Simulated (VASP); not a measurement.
# Te (Imma) in VASP: further runs

Te is run at these levels: r2SCAN; tasks: single point.

Everything below comes from runs of VASP 6.6.1. Logs are shortened: lines on timing, memory, paths and dates and some standing lists are left out, and cuts for length are marked.

## Step 1: The cell of the first run

The structure is orthorhombic, space group Imma (No. 74). Conventional cell: a = 5.916 Å, b = 7.752 Å, c = 3.070 Å, α = 90.00°, β = 90.00°, γ = 90.00°. Te (site symmetry mm2) has 4 Te at 2.96 to 3.07 Å within 3.9 Å.

## Step 2: Single point, r2SCAN

The input, POSCAR:

```
Te
1.0
   -2.9577910000      3.8759660000      1.5351530000
    2.9577910000     -3.8759660000      1.5351530000
    2.9577910000      3.8759660000     -1.5351530000
Te
2
Direct
    0.9990710000      0.2490710000      0.7500000000
    0.0009290000      0.7509290000      0.2500000000
```

The input, INCAR.step1:

```
PREC = Accurate ; ENCUT = 520
ISMEAR = 1 ; SIGMA = 0.1
LREAL = False ; LASPH = True
NELM = 80 ; NBANDS = 13
GGA = PE ; ALGO = Normal
EDIFF = 1E-4 ; LWAVE = True
LCHARG = False
```

The input, INCAR.step2:

```
PREC = Accurate ; ENCUT = 520
EDIFF = 1E-6 ; ISMEAR = 1
SIGMA = 0.1 ; LREAL = False
LASPH = True ; NELM = 80
ALGO = Normal ; ISIF = 2
LWAVE = False ; LCHARG = False
METAGGA = R2SCAN ; LMIXTAU = True
NBANDS = 13 ; ISTART = 1
```

The input, KPOINTS:

```
Automatic mesh
0
Gamma
  11 11 11
```

Potentials or basis: VASP PAW PBE potentials, release 64 (Te).

Run with:

```console
> cat potpaw_PBE.64/Te/POTCAR > POTCAR
> cp INCAR.step1 INCAR
> mpirun -np 1 vasp_std > vasp.out
> cp INCAR.step2 INCAR
> mpirun -np 1 vasp_std > vasp.out
```

OUTCAR:

```text
PREC = Accurate
   ENCUT = 520
   EDIFF = 1E-6
   ISMEAR = 1
   LREAL = False
   LASPH = True
   NELM = 80
   ISIF = 2
   METAGGA = R2SCAN
   ISTART = 1

 ion  position               nearest neighbor table
   1  0.999  0.249  0.750-   2 2.96   2 2.96
   2  0.001  0.751  0.250-   1 2.96   1 2.96

  LATTYP: Found a body centered orthorhombic cell.
 ALAT       =     3.0703060000
 B/A-ratio  =     1.9267076311
 C/A-ratio  =     2.5248076250

  Lattice vectors:

 A1 = (   2.9577910000,  -3.8759660000,   1.5351530000)
 A2 = (  -2.9577910000,  -3.8759660000,  -1.5351530000)
 A3 = (   2.9577910000,   3.8759660000,  -1.5351530000)

Analysis of symmetry for initial positions (statically):
=====================================================================
 Subroutine PRICEL returns:
 Original cell was already a primitive cell.

 Routine SETGRP: Setting up the symmetry group for a
 body centered orthorhombic supercell.

 Subroutine GETGRP returns: Found  8 space group operations
 (whereof  4 operations were pure point group operations)
 out of a pool of  8 trial point group operations.

The static configuration has the point symmetry C_2h.
 The point group associated with its full space group is D_2h.

Analysis of symmetry for dynamics (positions and initial velocities):
=====================================================================
 Subroutine PRICEL returns:
 Original cell was already a primitive cell.

 Routine SETGRP: Setting up the symmetry group for a
 body centered orthorhombic supercell.

 Subroutine GETGRP returns: Found  8 space group operations
 (whereof  4 operations were pure point group operations)
 out of a pool of  8 trial point group operations.

The dynamic configuration has the point symmetry C_2h.
 The point group associated with its full space group is D_2h.

 Subroutine INISYM returns: Found  8 space group operations
 (whereof  4 operations are pure point group operations),
 and found     1 'primitive' translations

----------------------------------------------------------------------------------------

                                     Primitive cell

  volume of cell :      70.3978

  direct lattice vectors                    reciprocal lattice vectors
    -2.957791000  3.875966000  1.535153000     0.000000000  0.129000100  0.325700435
     2.957791000 -3.875966000  1.535153000     0.169045075  0.000000000  0.325700435
     2.957791000  3.875966000 -1.535153000     0.169045075  0.129000100  0.000000000

  length of vectors
     5.111588282  5.111588282  5.111588282     0.350316713  0.366956415  0.212643511

  position of ions in fractional coordinates (direct lattice)
     0.999071000  0.249071000  0.750000000
     0.000929000  0.750929000  0.250000000

  ion indices of the primitive-cell ions
   primitive index   ion index
                 1           1
                 2           2

----------------------------------------------------------------------------------------

 KPOINTS: Automatic mesh

Automatic generation of k-mesh.
 Grid dimensions read from file:
 generate k-points for:   11   11   11

 Generating k-lattice:

  Cartesian coordinates                     Fractional coordinates (reciprocal lattice)
     0.000000000  0.011727282  0.029609130     0.090909091  0.000000000  0.000000000
     0.015367734  0.000000000  0.029609130     0.000000000  0.090909091 -0.000000000
     0.015367734  0.011727282  0.000000000     0.000000000 -0.000000000  0.090909091

  Length of vectors
     0.031846974  0.033359674  0.019331228

  Shift w.r.t. Gamma in fractional coordinates (k-lattice)
     0.000000000  0.000000000  0.000000000

 Subroutine IBZKPT returns following result:
 ===========================================

 Found    216 irreducible k-points:

 Following reciprocal coordinates:
            Coordinates               Weight
  0.000000  0.000000  0.000000      1.000000
  0.090909 -0.000000  0.000000      4.000000
  0.181818 -0.000000  0.000000      4.000000
  0.272727 -0.000000  0.000000      4.000000
  0.363636 -0.000000  0.000000      4.000000
  0.454545 -0.000000  0.000000      4.000000
[... 16 lines left out ...]
  0.454545  0.181818  0.000000      8.000000
 -0.454545  0.181818  0.000000      8.000000
 [... further k-points ...]
   k-points           NKPTS =    216   k-points in BZ     NKDIM =    216   number of bands    NBANDS=     13
   number of dos      NEDOS =    301   number of ions     NIONS =      2
   total plane-waves  NPLWV =  64000
   dimension x,y,z NGX =    40 NGY =   40 NGZ =   40
   dimension x,y,z NGXF=    80 NGYF=   80 NGZF=   80
   ions per type =               2
   NGX,Y,Z   is equivalent  to a cutoff of  13.01, 13.01, 13.01 a.u.
   NGXF,Y,Z  is equivalent  to a cutoff of  26.02, 26.02, 26.02 a.u.
 SYSTEM =  unknown system
   PREC   = accura    normal or accurate (medium, high low for compatibility)
   ISTART =      1    job   : 0-new  1-cont  2-samecut
   ICHARG =      0    charge: 1-file 2-atom 10-const
   ISPIN  =      1    spin polarized calculation?
   LNONCOLLINEAR =      F non collinear calculations
   LSORBIT =      F    spin-orbit coupling
   LASPH  =      T    aspherical Exc in radial PAW
   ENCUT  =  520.0 eV  38.22 Ry    6.18 a.u.   9.50  9.50  9.50*2*pi/ulx,y,z
   NELM   =     80;   NELMIN=  2; NELMDL=  0     # of ELM steps
   EDIFF  = 0.1E-05   stopping-criterion for ELM
   LREAL  =      F    real-space projection
   EDIFFG = 0.1E-04   stopping-criterion for IOM
   NSW    =      0    number of steps for IOM
   IBRION =     -1    ionic relax: 0-MD 1-quasi-New 2-CG
   NFREE  =      0    steps in history (QN), initial steepest desc. (CG)
   ISIF   =      2    stress and relaxation
   ISYM   =      2    0-nonsym 1-usesym 2-fastsym
   POTIM  = 0.5000    time-step for ionic-motion
   TEBEG  =    0.0;   TEEND  =   0.0 temperature during run
   PSTRESS=    0.0 pullay stress
   NELECT =      12.0000    total number of electrons
   NUPDOWN=      -1.0000    fix difference up-down
   EMIN   =  10.00;   EMAX   =-10.00  energy-range for DOS
   EFERMI =   0.00;   METHOD = LEGACY
   ISMEAR =     1;   SIGMA  =   0.10  broadening in eV -4-tet -1-fermi 0-gaus
   EFERMI_NEDOS =   21; number of points for ismear=-14 and -15
   IALGO  =     38    algorithm
   IMIX   =      4    mixing-type and parameters
     AMIX     =   0.40;   BMIX     =  1.00
     AMIX_MAG =   1.60;   BMIX_MAG =  1.00
  volume/ion in A,a.u.               =      35.20       237.53
  Fermi-wavevector in a.u.,A,eV,Ry     =   0.907714  1.715330 11.210440  0.823944
  Thomas-Fermi vector in A             =   2.031554
   LORBIT       =      0    0 simple, 1 ext, 2 COOP (PROOUT), +10 PAW based schemes
   METAGGA = R2SCAN    functional components
   LHFCALC =     F    Hartree Fock is set to
   AEXX    =    0.0000 exact exchange contribution
   IVDW    =     0    specifies the selected vdW correction
   LEPSILON=     F    determine dielectric tensor
   LRPA    =     F    only Hartree local field effects (RPA)
 non-spin polarized calculation
 Methfessel and Paxton  Order N= 1 SIGMA  =   0.10
  energy-cutoff  :      520.00
  volume of cell :       70.40
 maximum number of plane-waves:      1922
 NGX is ok and might be reduce to    40
   NGX = 19   NGY = 19   NGZ = 19

 number of electron      11.9999999 magnetization

 Free energy of the ion-electron system (eV)
  ---------------------------------------------------
  ext. energy  EPLUGINS =         0.00000000
  ---------------------------------------------------
  free energy    TOTEN  =       -50.47424402 eV

  energy without entropy =      -50.47397129  energy(sigma->0) =      -50.47415311

 E-fermi :   4.9681     XC(G=0):  -9.3101

 val. band max:        4.9632132495   @ k =  -0.1818   0.4545   0.0909
 cond. band min:       4.9701397373   @ k =  -0.3636   0.3636   0.0000
 fundamental gap:      0.0069264878
 Fermi energy:         4.9680897619

 k-point     1 :       0.0000    0.0000    0.0000
  band No.  band energies     occupation
      1      -8.8172      2.00000
      2      -5.5015      2.00000
      3      -0.7739      2.00000
      4       2.8356      2.00000
      5       3.2847      2.00000
      6       8.0777      0.00000
      7       8.3834      0.00000
      8       8.8610      0.00000
      9       9.4112      0.00000
     10       9.9529      0.00000
     11      13.0911      0.00000
     12      15.3193      0.00000
     13      16.1997      0.00000

 k-point     2 :       0.0909   -0.0000    0.0000
  band No.  band energies     occupation
      1      -8.6866      2.00000
      2      -5.3869      2.00000
      3      -0.6805      2.00000
      4       3.0050      2.00000
      5       3.2824      2.00000
      6       6.8441     -0.00000
      7       8.5566      0.00000
      8       8.8148      0.00000
      9       8.9830      0.00000
     10       9.6862      0.00000
     11      13.8135      0.00000
     12      15.1226      0.00000
     13      15.8839      0.00000

 k-point     3 :       0.1818   -0.0000    0.0000
  band No.  band energies     occupation
      1      -8.3031      2.00000
      2      -5.0472      2.00000
      3      -0.4137      2.00000
      4       3.2856      2.00000
      5       3.4972      2.00000
      6       4.6305      2.00002
      7       6.6762     -0.00000
      8       9.0662      0.00000
      9       9.3318      0.00000
     10      10.3970      0.00000
     11      12.8973      0.00000
     12      13.8662      0.00000
     13      14.5578      0.00000
[... 305 lines left out ...]
 k-point    23 :       0.4545    0.1818    0.0000
  band No.  band energies     occupation
      1      -6.7477      2.00000
      2      -4.4000      2.00000
      3       0.5337      2.00000
      4       1.1053      2.00000
      5       2.5416      2.00000
      6       3.1510      2.00000
      7       5.3821     -0.00000
      8       9.0898      0.00000
      9      10.0018      0.00000
     10      10.7638      0.00000
     11      12.4474      0.00000
     12      13.2416      0.00000
     13      15.9629      0.00000

 k-point    24 :      -0.4545    0.1818    0.0000
  band No.  band energies     occupation
      1      -7.4652      2.00000
      2      -5.0654      2.00000
      3       0.6532      2.00000
      4       2.2554      2.00000
      5       2.9760      2.00000
      6       4.1771      2.00000
      7       4.6614      2.00013
      8       8.5061      0.00000
      9      10.8273      0.00000
     10      11.6861      0.00000
     11      12.0441      0.00000
     12      14.6000      0.00000
     13      14.7407      0.00000

 [... further k-points ...]

------------------------ aborting loop because EDIFF is reached ----------------------------------------

  FORCE on cell =-STRESS in cart. coord.  units (eV):
  Direction    XX          YY          ZZ          XY          YZ          ZX
  --------------------------------------------------------------------------------------
  -------------------------------------------------------------------------------------
  Total       -0.0893446     -0.1346422      0.4211733      0.0000000      0.0000000      0.0000000
  in kB       -2.0333868     -3.0643092      9.5854449      0.0000000      0.0000000      0.0000000
  external PRESSURE =       1.4959163 kB  Pullay stress =       0.0000000 kB

 VOLUME and BASIS-vectors are now :
 -----------------------------------------------------------------------------
  energy-cutoff  :      520.00
  volume of cell :       70.40
      direct lattice vectors                 reciprocal lattice vectors
    -2.957791000  3.875966000  1.535153000     0.000000000  0.129000100  0.325700435
     2.957791000 -3.875966000  1.535153000     0.169045075  0.000000000  0.325700435
     2.957791000  3.875966000 -1.535153000     0.169045075  0.129000100  0.000000000

 POSITION                                       TOTAL-FORCE (eV/Angst)
 -----------------------------------------------------------------------------------
      0.00000      5.81395      0.76472         0.000000     -0.000000      0.003189
      2.95779     -1.93798      0.77043        -0.000000      0.000000     -0.003189
 -----------------------------------------------------------------------------------
    total drift:                                0.000000     -0.000000      0.000000

  FREE ENERGIE OF THE ION-ELECTRON SYSTEM (eV)
  ---------------------------------------------------
  free  energy   TOTEN  =       -50.4742440179 eV

  energy  without entropy=      -50.4739712946  energy(sigma->0) =      -50.47415311
```

Wall time 5.7 min (1 thread of Intel Xeon 6975P-C (Granite Rapids), shared host); peak memory 0.36 GiB.

Results:

* Free energy: -50.4742 eV
* Pressure: 0.1 GPa
* Largest force: 0.003 eV/Å
* Band gap on the k mesh: zero (bands 6 and 7 overlap by 4.17 eV)

Forces on the atoms (eV/Å):
```
Te   0.000  0.000  0.003
Te   0.000  0.000 -0.003
```

Levels at points of the mesh, in eV from the Fermi level:
```csv
k point,band 2,band 3,band 4,band 5,band 6,band 7,band 8,band 9,band 10,band 11
"(0.00, 0.00, 0.00)",-10.47,-5.74,-2.13,-1.68,3.11,3.42,3.89,4.44,4.98,8.12
```

Caveat: the PAW data sets were made with another functional, which shifts forces and pressure a little; spin-orbit coupling is left out, which moves the levels of the heavy elements.

## Step 3: Single point, r2SCAN

This run uses another cell than the first one, of 36.08 Å³/atom.

The input, POSCAR:

```
Te
1.0
   -2.9822366623      3.9080002296      1.5478407903
    2.9822366623     -3.9080002296      1.5478407903
    2.9822366623      3.9080002296     -1.5478407903
Te
2
Direct
    0.9990710000      0.2490710000      0.7500000000
    0.0009290000      0.7509290000      0.2500000000
```

The input, INCAR.step1:

```
SYSTEM = Te
PREC = Accurate
ENCUT = 520
ISMEAR = 1
SIGMA = 0.1
LREAL = .FALSE.
LASPH = .TRUE.
NELM = 80
NBANDS = 13
GGA = PE
ALGO = Normal
EDIFF = 1E-4
LWAVE = .TRUE.
LCHARG = .FALSE.
```

The input, INCAR.step2:

```
SYSTEM = Te
PREC = Accurate
ENCUT = 520
EDIFF = 1E-6
ISMEAR = 1
SIGMA = 0.1
LREAL = .FALSE.
LASPH = .TRUE.
NELM = 80
ALGO = Normal
ISIF = 2
LWAVE = .FALSE.
LCHARG = .FALSE.
METAGGA = R2SCAN
LMIXTAU = .TRUE.
NBANDS = 13
ISTART = 1
```

The input, KPOINTS:

```
Automatic mesh
0
G
  11 11 11
  0 0 0
```

Potentials or basis: VASP PAW PBE potentials, release 64 (Te).

Run with:

```console
> cat potpaw_PBE.64/Te/POTCAR > POTCAR
> cp INCAR.step1 INCAR
> mpirun -np 1 vasp_std > vasp.out
> cp INCAR.step2 INCAR
> mpirun -np 1 vasp_std > vasp.out
```

OUTCAR:

```text
SYSTEM = Te
   PREC = Accurate
   ENCUT = 520
   EDIFF = 1E-6
   ISMEAR = 1
   LREAL = .FALSE.
   LASPH = .TRUE.
   NELM = 80
   ISIF = 2
   METAGGA = R2SCAN
   ISTART = 1

 ion  position               nearest neighbor table
   1  0.999  0.249  0.750-   2 2.98   2 2.98
   2  0.001  0.751  0.250-   1 2.98   1 2.98

  LATTYP: Found a body centered orthorhombic cell.
 ALAT       =     3.0956815806
 B/A-ratio  =     1.9267076310
 C/A-ratio  =     2.5248076250

  Lattice vectors:

 A1 = (   2.9822366623,  -3.9080002296,   1.5478407903)
 A2 = (  -2.9822366623,  -3.9080002296,  -1.5478407903)
 A3 = (   2.9822366623,   3.9080002296,  -1.5478407903)

Analysis of symmetry for initial positions (statically):
=====================================================================
 Subroutine PRICEL returns:
 Original cell was already a primitive cell.

 Routine SETGRP: Setting up the symmetry group for a
 body centered orthorhombic supercell.

 Subroutine GETGRP returns: Found  8 space group operations
 (whereof  4 operations were pure point group operations)
 out of a pool of  8 trial point group operations.

[... 177 lines left out ...]
      5       3.0530      2.00000
      6       7.6905      0.00000
      7       8.1972      0.00000
      8       8.4616      0.00000
      9       9.1716      0.00000
     10       9.4868      0.00000
     11      12.7815      0.00000
     12      14.8736      0.00000
     13      15.7882      0.00000
[... 354 lines left out ...]
  band No.  band energies     occupation
      1      -7.6261      2.00000
      2      -5.3147      2.00000
      3       0.4714      2.00000
      4       2.0394      2.00000
      5       2.7647      2.00000
      6       3.8931      2.00000
      7       4.3894      2.00031
      8       8.1078      0.00000
      9      10.5779      0.00000
     10      11.3943      0.00000
     11      11.7837      0.00000
     12      14.2904      0.00000
     13      14.3961      0.00000

 [... further k-points ...]

------------------------ aborting loop because EDIFF is reached ----------------------------------------

  FORCE on cell =-STRESS in cart. coord.  units (eV):
  Direction    XX          YY          ZZ          XY          YZ          ZX
  --------------------------------------------------------------------------------------
  -------------------------------------------------------------------------------------
  Total       -0.8066832     -0.2294878     -0.2539315      0.0000000     -0.0000000      0.0000000
  in kB      -17.9114460     -5.0955047     -5.6382488      0.0000000     -0.0000000      0.0000000
  external PRESSURE =      -9.5483998 kB  Pullay stress =       0.0000000 kB

 VOLUME and BASIS-vectors are now :
 -----------------------------------------------------------------------------
  energy-cutoff  :      520.00
  volume of cell :       72.16
      direct lattice vectors                 reciprocal lattice vectors
    -2.982236662  3.908000230  1.547840790     0.000000000  0.127942674  0.323030639
     2.982236662 -3.908000230  1.547840790     0.167659397  0.000000000  0.323030639
     2.982236662  3.908000230 -1.547840790     0.167659397  0.127942674  0.000000000

 POSITION                                       TOTAL-FORCE (eV/Angst)
 -----------------------------------------------------------------------------------
      0.00000      5.86200      0.77104        -0.000000      0.000000      0.003349
      2.98224     -1.95400      0.77680         0.000000     -0.000000     -0.003349
 -----------------------------------------------------------------------------------
    total drift:                                0.000000     -0.000000      0.000000

  FREE ENERGIE OF THE ION-ELECTRON SYSTEM (eV)
  ---------------------------------------------------
  free  energy   TOTEN  =       -50.4697741308 eV

  energy  without entropy=      -50.4692427746  energy(sigma->0) =      -50.46959701
```

OUTCAR.step1:

```text
SYSTEM = Te
   PREC = Accurate
   ENCUT = 520
   ISMEAR = 1
   LREAL = .FALSE.
   LASPH = .TRUE.
[... 609 lines left out ...]
      0.00000      5.86200      0.77104         0.000000      0.000000      0.002577
      2.98224     -1.95400      0.77680        -0.000000     -0.000000     -0.002577
 -----------------------------------------------------------------------------------
    total drift:                                0.000000     -0.000000      0.000000

  FREE ENERGIE OF THE ION-ELECTRON SYSTEM (eV)
  ---------------------------------------------------
  free  energy   TOTEN  =        -5.9683465602 eV

  energy  without entropy=       -5.9684876802  energy(sigma->0) =       -5.96839360
```

It took 7.3 min on 1 thread of Intel Xeon 6975P-C (Granite Rapids), shared host; peak memory 0.37 GiB.

What came out:

```
Free energy            : -50.4698 eV
Pressure               : -1.0 GPa
Largest force          : 0.003 eV/Å
Band gap on the k mesh : zero (bands 6 and 7 overlap by 4.04 eV)
```

Forces in eV/Å, atoms in the order of the input:
```
Te   0.000  0.000  0.003
Te   0.000  0.000 -0.003
```

Levels at points of the mesh, in eV from the Fermi level:
```csv
k point,band 2,band 3,band 4,band 5,band 6,band 7,band 8,band 9,band 10,band 11
"(0.00, 0.00, 0.00)",-10.44,-5.58,-2.04,-1.63,3.01,3.52,3.78,4.49,4.81,8.10
```

Caveat: the PAW data sets were made with another functional, which shifts forces and pressure a little; spin-orbit coupling is left out, which moves the levels of the heavy elements.
